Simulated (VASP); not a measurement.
# SnO2 (P4_2/mnm) in VASP: relaxation of cell and atoms with r2SCAN

Aim: the relaxation of cell and atoms of SnO2 with r2SCAN.

Everything below comes from runs of VASP 6.6.1. Logs are shortened: lines on timing, memory, paths and dates and some standing lists are left out, and cuts for length are marked.

### 1 The cell of the first run

Symmetry: P4_2/mnm, No. 136, tetragonal system. Conventional cell: a = 4.696 Å, b = 4.696 Å, c = 3.173 Å, α = 90.00°, β = 90.00°, γ = 90.00°. Sn (site symmetry mmm) has 6 O at 2.04 Å within 2.7 Å. Within 2.7 Å of O (site symmetry m2m) lie 3 Sn at 2.04 Å and 1 O at 2.56 Å.

### 2 Relaxation of cell and atoms, r2SCAN

POSCAR reads:

```
SnO2
1.0
    4.6956274600      0.0000000000      0.0000000000
    0.0000000000      4.6956274600      0.0000000000
    0.0000000000      0.0000000000      3.1733777100
Sn O
2 4
Direct
    0.0000000000      0.0000000000      0.0000000000
    0.5000000000      0.5000000000      0.5000000000
    0.3070000000      0.3070000000      0.0000000000
    0.1930000000      0.8070000000      0.5000000000
    0.6930000000      0.6930000000      0.0000000000
    0.8070000000      0.1930000000      0.5000000000
```

INCAR.step1 reads:

```
SYSTEM = SnO2
ALGO     = Normal         ! electronic algorithm
EDIFF    = 1E-4           ! SCF threshold, eV
ENCUT    = 600            ! plane-wave cutoff, eV
GGA      = PE             ! functional
ISMEAR   = 1              ! smearing method
LASPH    = .TRUE.         ! aspherical terms in the spheres
LCHARG   = .FALSE.        ! write CHGCAR
LREAL    = .FALSE.        ! projectors in reciprocal space
LWAVE    = .TRUE.         ! write WAVECAR
NELM     = 80             ! most SCF steps
PREC     = Accurate       ! precision mode
SIGMA    = 0.0802         ! smearing width, eV
```

INCAR.step2 reads:

```
SYSTEM = SnO2
ALGO     = Normal         ! electronic algorithm
EDIFF    = 1E-6           ! SCF threshold, eV
EDIFFG   = -0.03          ! ionic threshold
ENCUT    = 600            ! plane-wave cutoff, eV
IBRION   = 2              ! ionic algorithm
ISIF     = 3              ! what is computed and relaxed
ISMEAR   = 1              ! smearing method
ISTART   = 1            
LASPH    = .TRUE.         ! aspherical terms in the spheres
LCHARG   = .FALSE.        ! write CHGCAR
LMIXTAU  = .TRUE.       
LREAL    = .FALSE.        ! projectors in reciprocal space
LWAVE    = .FALSE.        ! write WAVECAR
METAGGA  = R2SCAN         ! meta-GGA
NELM     = 80             ! most SCF steps
NSW      = 60             ! ionic steps
PREC     = Accurate       ! precision mode
SIGMA    = 0.0802         ! smearing width, eV
```

KPOINTS reads:

```
k-points
0
G
  6 6 8
  0 0 0
```

Potentials or basis: VASP PAW PBE potentials, release 64 (Sn_d, O).

The run is started by

```
$ cat potpaw_PBE.64/Sn_d/POTCAR potpaw_PBE.64/O/POTCAR > POTCAR
$ cp INCAR.step1 INCAR
$ mpirun -np 1 vasp_std > vasp.out
$ cp INCAR.step2 INCAR
$ mpirun -np 1 vasp_std > vasp.out
```

OUTCAR:

```text
SYSTEM = SnO2
   EDIFF = 1E-6
   EDIFFG = -0.03
   ENCUT = 600
   IBRION = 2
   ISIF = 3
   ISMEAR = 1
   ISTART = 1
   LASPH = .TRUE.
   LREAL = .FALSE.
   METAGGA = R2SCAN
   NELM = 80
   NSW = 60
   PREC = Accurate

 ion  position               nearest neighbor table
   1  0.000  0.000  0.000-   3 2.04   5 2.04   4 2.04   6 2.04   4 2.04   6 2.04   2 3.68   2 3.68
                             2 3.68   2 3.68   2 3.68   2 3.68   2 3.68   2 3.68
   2  0.500  0.500  0.500-   4 2.04   6 2.04   5 2.04   3 2.04   3 2.04   5 2.04   1 3.68   1 3.68
                             1 3.68   1 3.68   1 3.68   1 3.68   1 3.68   1 3.68
   3  0.307  0.307  0.000-   1 2.04   2 2.04   2 2.04
   4  0.193  0.807  0.500-   2 2.04   1 2.04   1 2.04
   5  0.693  0.693  0.000-   1 2.04   2 2.04   2 2.04
   6  0.807  0.193  0.500-   2 2.04   1 2.04   1 2.04

  LATTYP: Found a simple tetragonal cell.
 ALAT       =     4.6956274600
 C/A-ratio  =     0.6758154766

  Lattice vectors:

 A1 = (   4.6956274600,   0.0000000000,   0.0000000000)
 A2 = (   0.0000000000,   4.6956274600,   0.0000000000)
 A3 = (   0.0000000000,   0.0000000000,   3.1733777100)

Analysis of symmetry for initial positions (statically):
=====================================================================
 Subroutine PRICEL returns:
 Original cell was already a primitive cell.

 Routine SETGRP: Setting up the symmetry group for a
 simple tetragonal supercell.

 Subroutine GETGRP returns: Found 16 space group operations
 (whereof  8 operations were pure point group operations)
 out of a pool of 16 trial point group operations.

The static configuration has the point symmetry D_2h.
 The point group associated with its full space group is D_4h.

Analysis of symmetry for dynamics (positions and initial velocities):
=====================================================================
 Subroutine PRICEL returns:
 Original cell was already a primitive cell.

 Routine SETGRP: Setting up the symmetry group for a
 simple tetragonal supercell.

 Subroutine GETGRP returns: Found 16 space group operations
 (whereof  8 operations were pure point group operations)
 out of a pool of 16 trial point group operations.

The dynamic configuration has the point symmetry D_2h.
 The point group associated with its full space group is D_4h.

 Subroutine INISYM returns: Found 16 space group operations
 (whereof  8 operations are pure point group operations),
 and found     1 'primitive' translations

----------------------------------------------------------------------------------------

                                     Primitive cell

  volume of cell :      69.9695

  direct lattice vectors                    reciprocal lattice vectors
     4.695627460  0.000000000  0.000000000     0.212964084  0.000000000  0.000000000
     0.000000000  4.695627460  0.000000000     0.000000000  0.212964084  0.000000000
     0.000000000  0.000000000  3.173377710     0.000000000  0.000000000  0.315121644

  length of vectors
     4.695627460  4.695627460  3.173377710     0.212964084  0.212964084  0.315121644

  position of ions in fractional coordinates (direct lattice)
     0.000000000  0.000000000  0.000000000
     0.500000000  0.500000000  0.500000000
     0.307000000  0.307000000  0.000000000
     0.193000000  0.807000000  0.500000000
     0.693000000  0.693000000  0.000000000
     0.807000000  0.193000000  0.500000000

  ion indices of the primitive-cell ions
   primitive index   ion index
                 1           1
                 2           2
                 3           3
                 4           4
                 5           5
                 6           6

----------------------------------------------------------------------------------------

 KPOINTS: k-points

Automatic generation of k-mesh.
 Grid dimensions read from file:
 generate k-points for:    6    6    8

 Generating k-lattice:

  Cartesian coordinates                     Fractional coordinates (reciprocal lattice)
     0.035494014  0.000000000  0.000000000     0.166666667  0.000000000  0.000000000
     0.000000000  0.035494014  0.000000000     0.000000000  0.166666667  0.000000000
     0.000000000  0.000000000  0.039390205     0.000000000  0.000000000  0.125000000

  Length of vectors
     0.035494014  0.035494014  0.039390205

  Shift w.r.t. Gamma in fractional coordinates (k-lattice)
     0.000000000  0.000000000  0.000000000

 Subroutine IBZKPT returns following result:
 ===========================================

 Found     50 irreducible k-points:

 Following reciprocal coordinates:
            Coordinates               Weight
  0.000000  0.000000  0.000000      1.000000
  0.166667  0.000000  0.000000      4.000000
  0.333333  0.000000  0.000000      4.000000
  0.500000  0.000000  0.000000      2.000000
  0.166667  0.166667  0.000000      4.000000
  0.333333  0.166667  0.000000      8.000000
[... 16 lines left out ...]
  0.333333  0.000000  0.250000      8.000000
  0.500000  0.000000  0.250000      4.000000
 [... further k-points ...]
   k-points           NKPTS =     50   k-points in BZ     NKDIM =     50   number of bands    NBANDS=     31
   number of dos      NEDOS =    301   number of ions     NIONS =      6
   total plane-waves  NPLWV =  44800
   dimension x,y,z NGX =    40 NGY =   40 NGZ =   28
   dimension x,y,z NGXF=    80 NGYF=   80 NGZF=   56
   ions per type =               2   4
   NGX,Y,Z   is equivalent  to a cutoff of  14.16, 14.16, 14.67 a.u.
   NGXF,Y,Z  is equivalent  to a cutoff of  28.32, 28.32, 29.34 a.u.
 SYSTEM =  SnO2
   PREC   = accura    normal or accurate (medium, high low for compatibility)
   ISTART =      1    job   : 0-new  1-cont  2-samecut
   ICHARG =      0    charge: 1-file 2-atom 10-const
   ISPIN  =      1    spin polarized calculation?
   LNONCOLLINEAR =      F non collinear calculations
   LSORBIT =      F    spin-orbit coupling
   LASPH  =      T    aspherical Exc in radial PAW
   ENCUT  =  600.0 eV  44.10 Ry    6.64 a.u.   9.38  9.38  6.34*2*pi/ulx,y,z
   NELM   =     80;   NELMIN=  2; NELMDL=  0     # of ELM steps
   EDIFF  = 0.1E-05   stopping-criterion for ELM
   LREAL  =      F    real-space projection
   EDIFFG = -.3E-01   stopping-criterion for IOM
   NSW    =     60    number of steps for IOM
   IBRION =      2    ionic relax: 0-MD 1-quasi-New 2-CG
   NFREE  =      1    steps in history (QN), initial steepest desc. (CG)
   ISIF   =      3    stress and relaxation
   ISYM   =      2    0-nonsym 1-usesym 2-fastsym
   POTIM  = 0.5000    time-step for ionic-motion
   TEBEG  =    0.0;   TEEND  =   0.0 temperature during run
   PSTRESS=    0.0 pullay stress
   NELECT =      52.0000    total number of electrons
   NUPDOWN=      -1.0000    fix difference up-down
   EMIN   =  10.00;   EMAX   =-10.00  energy-range for DOS
   EFERMI =   0.00;   METHOD = LEGACY
   ISMEAR =     1;   SIGMA  =   0.08  broadening in eV -4-tet -1-fermi 0-gaus
   EFERMI_NEDOS =   21; number of points for ismear=-14 and -15
   IALGO  =     38    algorithm
   IMIX   =      4    mixing-type and parameters
     AMIX     =   0.40;   BMIX     =  1.00
     AMIX_MAG =   1.60;   BMIX_MAG =  1.00
  volume/ion in A,a.u.               =      11.66        78.70
  Fermi-wavevector in a.u.,A,eV,Ry     =   1.482881  2.802239 29.918337  2.198936
  Thomas-Fermi vector in A             =   2.596612
   LORBIT       =      0    0 simple, 1 ext, 2 COOP (PROOUT), +10 PAW based schemes
   METAGGA = R2SCAN    functional components
   LHFCALC =     F    Hartree Fock is set to
   AEXX    =    0.0000 exact exchange contribution
   IVDW    =     0    specifies the selected vdW correction
   LEPSILON=     F    determine dielectric tensor
   LRPA    =     F    only Hartree local field effects (RPA)
 conjugate gradient relaxation of ions
 non-spin polarized calculation
 Methfessel and Paxton  Order N= 1 SIGMA  =   0.08
  energy-cutoff  :      600.00
  volume of cell :       69.97
 maximum number of plane-waves:      2357
 NGX is ok and might be reduce to    40
   NGX = 19   NGY = 19   NGZ = 13

--------------------------------------- Ionic step        1  -------------------------------------------

 number of electron      51.9999982 magnetization

 Free energy of the ion-electron system (eV)
  ---------------------------------------------------
  ext. energy  EPLUGINS =         0.00000000
  ---------------------------------------------------
  free energy    TOTEN  =       -84.55269705 eV

  energy without entropy =      -84.55271846  energy(sigma->0) =      -84.55270418

------------------------ aborting loop because EDIFF is reached ----------------------------------------

  FORCE on cell =-STRESS in cart. coord.  units (eV):
  Direction    XX          YY          ZZ          XY          YZ          ZX
  --------------------------------------------------------------------------------------
  -------------------------------------------------------------------------------------
  Total        3.8669552      3.8669552      4.7853395      0.0000000      0.0000000      0.0000000
  in kB       88.5463558     88.5463558    109.5757119      0.0000000      0.0000000      0.0000000
  external PRESSURE =      95.5561411 kB  Pullay stress =       0.0000000 kB
[... 145 lines left out ...]
  energy  without entropy=      -84.6371057856  energy(sigma->0) =      -84.63708961

--------------------------------------- Ionic step        5  -------------------------------------------

 number of electron      52.0000005 magnetization

 Free energy of the ion-electron system (eV)
  ---------------------------------------------------
  ext. energy  EPLUGINS =         0.00000000
  ---------------------------------------------------
  free energy    TOTEN  =       -84.63851938 eV

  energy without entropy =      -84.63854376  energy(sigma->0) =      -84.63852750

 E-fermi :   5.5772     XC(G=0): -11.9480

 val. band max:        5.5124339960   @ k =   0.0000   0.0000   0.0000
 cond. band min:       7.2525255514   @ k =   0.0000   0.0000   0.0000
 fundamental gap:      1.7400915554
 Fermi energy:         5.5772277936

 k-point     1 :       0.0000    0.0000    0.0000
  band No.  band energies     occupation
      1     -16.2147      2.00000
      2     -15.3037      2.00000
      3     -15.0208      2.00000
      4     -15.0208      2.00000
      5     -14.9993      2.00000
      6     -14.9643      2.00000
[... 805 lines left out ...]
     30      14.9956      0.00000
     31      15.8580      0.00000

 [... further k-points ...]

------------------------ aborting loop because EDIFF is reached ----------------------------------------

  FORCE on cell =-STRESS in cart. coord.  units (eV):
  Direction    XX          YY          ZZ          XY          YZ          ZX
  --------------------------------------------------------------------------------------
  -------------------------------------------------------------------------------------
  Total        0.0683028      0.0683028     -0.1357120      0.0000000      0.0000000      0.0000000
  in kB        1.5032269      1.5032269     -2.9867879      0.0000000      0.0000000      0.0000000
  external PRESSURE =       0.0065553 kB  Pullay stress =       0.0000000 kB
[... 21 lines left out ...]
  FREE ENERGIE OF THE ION-ELECTRON SYSTEM (eV)
  ---------------------------------------------------
  free  energy   TOTEN  =       -84.6385193753 eV

  energy  without entropy=      -84.6385437562  energy(sigma->0) =      -84.63852750

 reached required accuracy - stopping structural energy minimisation
```

It took 17 min on 1 thread of AMD EPYC 9R45 (Zen 5), shared host; peak memory 0.27 GiB.

What came out:

| Property | Result |
| --- | --- |
| Free energy | -84.6385 eV |
| Relaxed volume | 12.13 Å³/atom |
| Relaxed cell | a = 4.761 Å, b = 4.761 Å, c = 3.211 Å, α = 90.00°, β = 90.00°, γ = 90.00° |
| Space group after relaxing (to 0.1 Å) | P4_2/mnm (No. 136) |
| Energy gained by relaxing | 14.3 meV/atom |
| Ionic steps | 5 |
| Pressure after relaxing | 0.0 GPa |
| Largest force after relaxing | 0.011 eV/Å |
| Band gap on the k mesh | 1.74 eV |

Forces on the atoms (eV/Å):
```
Sn   0.000  0.000  0.000
Sn   0.000  0.000  0.000
O   -0.008 -0.008  0.000
O    0.008 -0.008  0.000
O    0.008  0.008  0.000
O   -0.008  0.008  0.000
```

Stress tensor (GPa, compression positive):
```
 0.15  0.00  0.00
 0.00  0.15  0.00
 0.00  0.00 -0.30
```

The path:
```tsv
step	energy change (eV)	largest force (eV/Å)	pressure (GPa)	volume (Å³)
1	0.0000	0.3317	9.56	69.97
2	0.0999	0.3546	-11.54	77.25
3	-0.0844	0.0034	-0.13	72.78
4	-0.0844	0.0090	0.05	72.72
5	-0.0858	0.0108	0.00	72.80
```

Final structure:
```xyz
6
Lattice="4.7611 0.0000 0.0000 0.0000 4.7611 0.0000 0.0000 0.0000 3.2115" Properties=species:S:1:pos:R:3 pbc="T T T"
Sn    0.0000    0.0000    3.2115
Sn    2.3806    2.3806    1.6057
O     1.4567    1.4567    0.0000
O     0.9239    3.8373    1.6057
O     3.3044    3.3044    3.2115
O     3.8373    0.9239    1.6057
```

Caveat: the PAW data sets were made with another functional, which shifts forces and pressure a little; spin-orbit coupling is left out, which moves the levels of the heavy elements. r2SCAN opens gaps a little over a GGA but as a rule still falls short of measured ones.
